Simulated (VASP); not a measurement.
## Fe2O (antifluorite type): single point with PBE

Crystal: Fe2O (antifluorite type).

```
Fe O
1.0
     0.00000    2.41639    2.41639
     2.41639    0.00000    2.41639
     2.41639    2.41639    0.00000
Fe O
2 1
Direct
  0.25000 0.25000 0.25000
  0.75000 0.75000 0.75000
  0.00000 0.00000 0.00000
```

```json
{"Program": "VASP 6.6.1", "Task": "single point", "Functional": "PBE", "Potentials or basis": "VASP PAW PBE potentials, release 64 (Fe, O)", "Cutoff": "520 eV", "k mesh": "19 × 19 × 19", "Occupations": "fermi-dirac, width 0.0612256 eV", "Spin": "no spin polarisation"}
```

The pressure is 9.6 GPa and the band gap on the k mesh is zero (band 11 reaches 7.97 eV, above the bottom of band 12 at 6.86 eV).

Levels at points of the mesh, in eV from the Fermi level:
```csv
k point,band 7,band 8,band 9,band 10,band 11,band 12,band 13,band 14,band 15,band 16
"(0.00, 0.00, 0.00)",-3.28,0.43,0.43,0.43,0.43,0.43,0.43,1.43,1.43,9.49
```

Wall time 110 s on 1 thread of Intel Xeon 6975P-C, on a shared host, peak memory 0.24 GiB.

Caveat: the run has no spin polarisation, though such a crystal can be magnetic. With open d or f shells a metallic result of PBE can be an artefact of self-interaction; +U or a hybrid may open a gap.
